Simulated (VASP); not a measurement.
Wanted: the native input for a VASP 6.6.1 run.

* Task: single point
* Functional: PBE
* Potentials or basis: VASP PAW PBE potentials, release 64 (F)
* Cutoff: 520 eV
* k mesh: 17 × 17 × 17
* Occupations: fermi-dirac, width 0.05 eV
* Spin: no spin polarisation
* Dipole correction: no
* Further INCAR settings: ALGO = Normal; EDIFF = 1e-07; NBANDS = 10

The structure of F lies in POSCAR:

```
F
1.0
    2.0338782329      0.0000000000      0.0000000000
    0.0000000000      2.0338782329      0.0000000000
    0.0000000000      0.0000000000      2.0338782329
F
1
Direct
    0.0000000000      0.0000000000      0.0000000000
```

This cell differs from its parent crystal: volume scaled by 0.8.

These files were run (other wordings do the same):

INCAR

```
SYSTEM = F
ALGO     = Normal         ! electronic algorithm
EDIFF    = 1E-7           ! SCF threshold, eV
ENCUT    = 520            ! plane-wave cutoff, eV
GGA      = PE             ! functional
ISIF     = 2              ! what is computed and relaxed
ISMEAR   = -1             ! smearing method
LASPH    = .True.         ! aspherical terms in the spheres
LCHARG   = .False.        ! write CHGCAR
LREAL    = .False.        ! projectors in reciprocal space
LWAVE    = .False.        ! write WAVECAR
NBANDS   = 10             ! bands
NELM     = 80             ! most SCF steps
PREC     = Accurate       ! precision mode
SIGMA    = 0.05           ! smearing width, eV
```

KPOINTS

```
k-points
0
Gamma
  17 17 17
  0 0 0
```

Potentials or basis: VASP PAW PBE potentials, release 64 (F).

Command:

```console
$ cat potpaw_PBE.64/F/POTCAR > POTCAR
$ mpirun -np 1 vasp_std > vasp.out
```

It gave:

```json
{
 "Pressure": "24.1 GPa"
}
```

Caveat: an odd number of electrons without spin polarisation forces a metal; a magnetic or distorted state may lie lower.

Wall time 3.6 s on 1 thread of Intel(R) Xeon(R) Platinum 8375C CPU @ 2.90GHz (Ice Lake), on a shared host, peak memory 0.12 GiB.
